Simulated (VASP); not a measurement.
# TiSi2 (Cmcm) in VASP: further runs, part 2 of 3

VASP 6.6.1.

## (5) Single point, PBEsol+U

This run uses another cell than the first one, of 14.18 Å³/atom, 0.962 times its volume.

INCAR reads:

```
SYSTEM = TiSi2
PREC = Accurate
ENCUT = 520
EDIFF = 1E-6
ISMEAR = -1
SIGMA = 0.05
LREAL = .False.
LASPH = .True.
NELM = 150
ALGO = Normal
ISIF = 2
LWAVE = .False.
LCHARG = .False.
LMAXMIX = 4
LDAU = .True.
LDAUTYPE = 2
LDAUL = 2 -1
LDAUU = 2 0
LDAUJ = 0 0
LDAUPRINT = 1
GGA = PS
NBANDS = 29
```

KPOINTS reads:

```
regular mesh
0
Gamma
  8 8 8
  0 0 0
```

POSCAR reads:

```
TiSi2
1.0
    1.7651050250     -6.7592815350      0.0000000000
    1.7651050250      6.7592815350      0.0000000000
    0.0000000000      0.0000000000      3.5651739700
Ti Si
2 4
Direct
    0.1031180800      0.8968819200      0.2500000000
    0.8968819200      0.1031180800      0.7500000000
    0.7503148200      0.2496851800      0.2500000000
    0.2496851800      0.7503148200      0.7500000000
    0.4417485500      0.5582514500      0.2500000000
    0.5582514500      0.4417485500      0.7500000000
```

Potentials or basis: VASP PAW PBE potentials, release 64 (Ti_sv, Si).

Command:

```bash
cat potpaw_PBE.64/Ti_sv/POTCAR potpaw_PBE.64/Si/POTCAR > POTCAR
mpirun -np 1 vasp_std > vasp.out
```

OUTCAR:

```text
SYSTEM = TiSi2
   PREC = Accurate
   ENCUT = 520
   EDIFF = 1E-6
   ISMEAR = -1
   LREAL = .False.
   LASPH = .True.
   NELM = 150
   ISIF = 2
   GGA = PS

 ion  position               nearest neighbor table
   1  0.103  0.897  0.250-   6 2.58   6 2.58   6 2.58   6 2.58   3 2.66   3 2.66   4 2.67   4 2.67
                             5 2.81   5 2.81
   2  0.897  0.103  0.750-   5 2.58   5 2.58   5 2.58   5 2.58   4 2.66   4 2.66   3 2.67   3 2.67
                             6 2.81   6 2.81
   3  0.750  0.250  0.250-   4 2.51   4 2.51   4 2.51   4 2.51   1 2.66   1 2.66   2 2.67   2 2.67
                             5 3.13   5 3.13
   4  0.250  0.750  0.750-   3 2.51   3 2.51   3 2.51   3 2.51   2 2.66   2 2.66   1 2.67   1 2.67
                             6 3.13   6 3.13
   5  0.442  0.558  0.250-   6 2.38   6 2.38   2 2.58   2 2.58   2 2.58   2 2.58   1 2.81   1 2.81
                             3 3.13   3 3.13
   6  0.558  0.442  0.750-   5 2.38   5 2.38   1 2.58   1 2.58   1 2.58   1 2.58   2 2.81   2 2.81
                             4 3.13   4 3.13

  LATTYP: Found a base centered orthorhombic cell.
 ALAT       =     3.5302100500
 B/A-ratio  =     3.8293934011
 C/A-ratio  =     1.0099042039

  Lattice vectors:

 A1 = (   1.7651050250,  -6.7592815350,   0.0000000000)
 A2 = (   1.7651050250,   6.7592815350,   0.0000000000)
 A3 = (   0.0000000000,   0.0000000000,   3.5651739700)

Analysis of symmetry for initial positions (statically):
=====================================================================
 Subroutine PRICEL returns:
 Original cell was already a primitive cell.

 Routine SETGRP: Setting up the symmetry group for a
 base centered orthorhombic supercell.

 Subroutine GETGRP returns: Found  8 space group operations
 (whereof  4 operations were pure point group operations)
 out of a pool of  8 trial point group operations.

The static configuration has the point symmetry C_2h.
 The point group associated with its full space group is D_2h.

Analysis of symmetry for dynamics (positions and initial velocities):
=====================================================================
 Subroutine PRICEL returns:
 Original cell was already a primitive cell.

 Routine SETGRP: Setting up the symmetry group for a
 base centered orthorhombic supercell.

 Subroutine GETGRP returns: Found  8 space group operations
 (whereof  4 operations were pure point group operations)
 out of a pool of  8 trial point group operations.

The dynamic configuration has the point symmetry C_2h.
 The point group associated with its full space group is D_2h.

 Subroutine INISYM returns: Found  8 space group operations
 (whereof  4 operations are pure point group operations),
[... 172 lines left out ...]
  o =  0.2137  v =  0.0000 -1.0000 -0.0000  0.0000  0.0000  0.0000  0.0000  0.0000  0.0000  0.0000      0.0000  0.0000  0.0000  0.0000  0.0000  0.0000  0.0000  0.0000  0.0000  0.0000
  o =  0.2137  v =  0.0000  0.0000  0.0000  0.0000  0.0000  0.0000 -1.0000 -0.0000  0.0000  0.0000      0.0000  0.0000  0.0000  0.0000  0.0000  0.0000  0.0000  0.0000  0.0000  0.0000
  o =  0.2336  v =  0.0000  0.0000  0.0000  0.0000  0.0000  1.0000  0.0000  0.0000  0.0000  0.0000      0.0000  0.0000  0.0000  0.0000  0.0000  0.0000  0.0000  0.0000  0.0000  0.0000
  o =  0.2336  v =  1.0000  0.0000  0.0000  0.0000  0.0000  0.0000  0.0000  0.0000  0.0000  0.0000      0.0000  0.0000  0.0000  0.0000  0.0000  0.0000  0.0000  0.0000  0.0000  0.0000
  o =  0.2681  v =  0.0000  0.0000 -0.0000  1.0000  0.0000  0.0000  0.0000  0.0000  0.0000  0.0000      0.0000  0.0000  0.0000  0.0000  0.0000  0.0000  0.0000  0.0000  0.0000  0.0000
  o =  0.2681  v =  0.0000  0.0000  0.0000  0.0000  0.0000  0.0000  0.0000 -0.0000  1.0000  0.0000      0.0000  0.0000  0.0000  0.0000  0.0000  0.0000  0.0000  0.0000  0.0000  0.0000

atom =   2  type =  1  l = 2

 onsite density matrix

spin component  1

  0.2336  0.0000 -0.0000  0.0000  0.0000
  0.0000  0.2137 -0.0000  0.0000 -0.0000
 -0.0000 -0.0000  0.1551 -0.0000  0.0180
  0.0000  0.0000 -0.0000  0.2681 -0.0000
  0.0000 -0.0000  0.0180 -0.0000  0.1607

spin component  2

  0.2336  0.0000 -0.0000  0.0000  0.0000
  0.0000  0.2137 -0.0000  0.0000 -0.0000
 -0.0000 -0.0000  0.1551 -0.0000  0.0180
  0.0000  0.0000 -0.0000  0.2681 -0.0000
  0.0000 -0.0000  0.0180 -0.0000  0.1607

 occupancies and eigenvectors

  o =  0.1397  v =  0.0000  0.0000  0.7594 -0.0000 -0.6506  0.0000  0.0000  0.0000  0.0000  0.0000      0.0000  0.0000  0.0000  0.0000  0.0000  0.0000  0.0000  0.0000  0.0000  0.0000
  o =  0.1397  v =  0.0000  0.0000  0.0000  0.0000  0.0000  0.0000  0.0000  0.7594 -0.0000 -0.6506      0.0000  0.0000  0.0000  0.0000  0.0000  0.0000  0.0000  0.0000  0.0000  0.0000
  o =  0.1762  v =  0.0000 -0.0000  0.6506  0.0000  0.7594  0.0000  0.0000  0.0000  0.0000  0.0000      0.0000  0.0000  0.0000  0.0000  0.0000  0.0000  0.0000  0.0000  0.0000  0.0000
  o =  0.1762  v =  0.0000  0.0000  0.0000  0.0000  0.0000  0.0000 -0.0000  0.6506  0.0000  0.7594      0.0000  0.0000  0.0000  0.0000  0.0000  0.0000  0.0000  0.0000  0.0000  0.0000
  o =  0.2137  v =  0.0000 -1.0000  0.0000  0.0000 -0.0000  0.0000  0.0000  0.0000  0.0000  0.0000      0.0000  0.0000  0.0000  0.0000  0.0000  0.0000  0.0000  0.0000  0.0000  0.0000
  o =  0.2137  v =  0.0000  0.0000  0.0000  0.0000  0.0000  0.0000 -1.0000  0.0000  0.0000 -0.0000      0.0000  0.0000  0.0000  0.0000  0.0000  0.0000  0.0000  0.0000  0.0000  0.0000
  o =  0.2336  v =  0.0000  0.0000  0.0000  0.0000  0.0000  1.0000  0.0000  0.0000  0.0000  0.0000      0.0000  0.0000  0.0000  0.0000  0.0000  0.0000  0.0000  0.0000  0.0000  0.0000
  o =  0.2336  v =  1.0000  0.0000  0.0000  0.0000  0.0000  0.0000  0.0000  0.0000  0.0000  0.0000      0.0000  0.0000  0.0000  0.0000  0.0000  0.0000  0.0000  0.0000  0.0000  0.0000
  o =  0.2681  v =  0.0000  0.0000 -0.0000  1.0000 -0.0000  0.0000  0.0000  0.0000  0.0000  0.0000      0.0000  0.0000  0.0000  0.0000  0.0000  0.0000  0.0000  0.0000  0.0000  0.0000
  o =  0.2681  v =  0.0000  0.0000  0.0000  0.0000  0.0000  0.0000  0.0000 -0.0000  1.0000 -0.0000      0.0000  0.0000  0.0000  0.0000  0.0000  0.0000  0.0000  0.0000  0.0000  0.0000

 number of electron      40.0000004 magnetization

 Free energy of the ion-electron system (eV)
  ---------------------------------------------------
  ext. energy  EPLUGINS =         0.00000000
  ---------------------------------------------------
  free energy    TOTEN  =       -40.40403345 eV

  energy without entropy =      -40.39231578  energy(sigma->0) =      -40.39817461

 E-fermi :  10.6123     XC(G=0): -11.7369

 val. band max:       10.5738360636   @ k =   0.5000   0.3750   0.2500
 cond. band min:      10.6170355278   @ k =   0.5000   0.3750   0.0000
 fundamental gap:      0.0431994643
 Fermi energy:        10.6122532091

 k-point     1 :       0.0000    0.0000    0.0000
  band No.  band energies     occupation
      1     -46.5160      2.00000
      2     -46.5066      2.00000
      3     -22.9571      2.00000
      4     -22.9083      2.00000
      5     -22.9003      2.00000
      6     -22.8956      2.00000
[... 757 lines left out ...]
     28      13.9376      0.00000
     29      14.2456      0.00000

 [... further k-points ...]

------------------------ aborting loop because EDIFF is reached ----------------------------------------

  FORCE on cell =-STRESS in cart. coord.  units (eV):
  Direction    XX          YY          ZZ          XY          YZ          ZX
  --------------------------------------------------------------------------------------
  -------------------------------------------------------------------------------------
  Total        0.2563451      0.0385376      0.3856470      0.0000000     -0.0000000      0.0000000
  in kB        4.8278499      0.7257942      7.2630445      0.0000000     -0.0000000      0.0000000
  external PRESSURE =       4.2722295 kB  Pullay stress =       0.0000000 kB

 VOLUME and BASIS-vectors are now :
 -----------------------------------------------------------------------------
  energy-cutoff  :      520.00
  volume of cell :       85.07
      direct lattice vectors                 reciprocal lattice vectors
     1.765105025 -6.759281535  0.000000000     0.283269263 -0.073972359  0.000000000
     1.765105025  6.759281535  0.000000000     0.283269263  0.073972359  0.000000000
     0.000000000  0.000000000  3.565173970     0.000000000  0.000000000  0.280491221

 POSITION                                       TOTAL-FORCE (eV/Angst)
 -----------------------------------------------------------------------------------
      1.76511      5.36527      0.89129         0.000000      0.040570     -0.000000
      1.76511     -5.36527      2.67388         0.000000     -0.040570      0.000000
      1.76511     -3.38390      0.89129         0.000000     -0.004430      0.000000
      1.76511      3.38390      2.67388         0.000000      0.004430      0.000000
      1.76511      0.78748      0.89129         0.000000      0.198656      0.000000
      1.76511     -0.78748      2.67388         0.000000     -0.198656      0.000000
 -----------------------------------------------------------------------------------
    total drift:                                0.000000      0.000000      0.000000

  FREE ENERGIE OF THE ION-ELECTRON SYSTEM (eV)
  ---------------------------------------------------
  free  energy   TOTEN  =       -40.4040334514 eV

  energy  without entropy=      -40.3923157780  energy(sigma->0) =      -40.39817461
```

It took 4.3 min on 1 thread of AMD EPYC 9R45 (Zen 5), shared host; peak memory 0.38 GiB.

What came out:

* Free energy: -40.4040 eV
* Pressure: 0.4 GPa
* Largest force: 0.199 eV/Å
* Band gap on the k mesh: zero (band 20 reaches 11.05 eV, above the bottom of band 21 at 10.07 eV)

Forces in eV/Å, atoms in the order of the input:
```
Ti   0.000  0.041  0.000
Ti   0.000 -0.041  0.000
Si   0.000 -0.004  0.000
Si   0.000  0.004  0.000
Si   0.000  0.199  0.000
Si   0.000 -0.199  0.000
```

Levels at points of the mesh, in eV from the Fermi level:
```csv
k point,band 16,band 17,band 18,band 19,band 20,band 21,band 22,band 23,band 24,band 25
"(0.00, 0.00, 0.00)",-2.56,-2.16,-2.14,-2.11,0.43,0.67,0.79,0.92,1.28,1.30
"(0.50, 0.00, 0.00)",-2.51,-1.70,-1.53,-0.64,-0.59,-0.55,1.09,1.42,1.75,1.79
"(0.50, 0.50, 0.00)",-2.69,-2.52,-2.04,-1.19,0.36,0.65,0.73,0.89,1.11,2.09
"(0.00, 0.00, 0.50)",-2.33,-1.62,-1.62,-0.06,-0.06,0.81,0.81,1.43,1.43,1.76
"(0.50, 0.00, 0.50)",-4.19,-3.31,-3.31,-2.50,-2.50,1.83,1.83,2.06,2.06,2.40
"(0.50, 0.50, 0.50)",-3.43,-2.09,-2.09,-0.89,-0.89,0.47,0.47,1.79,1.79,2.40
```

Eigenvalues of the final occupation matrices:
```csv
site,spin,trace,eigenvalues
site 1 d,1,1.03,0.14 0.18 0.21 0.23 0.27
site 1 d,2,1.03,0.14 0.18 0.21 0.23 0.27
site 2 d,1,1.03,0.14 0.18 0.21 0.23 0.27
site 2 d,2,1.03,0.14 0.18 0.21 0.23 0.27
```

Caveat: the PAW data sets were made with another functional, which shifts forces and pressure a little; U without spin polarisation on a metal has little footing; the U is typed as a test and isn't derived for this compound.

(Part 2 of 3 ends here.)
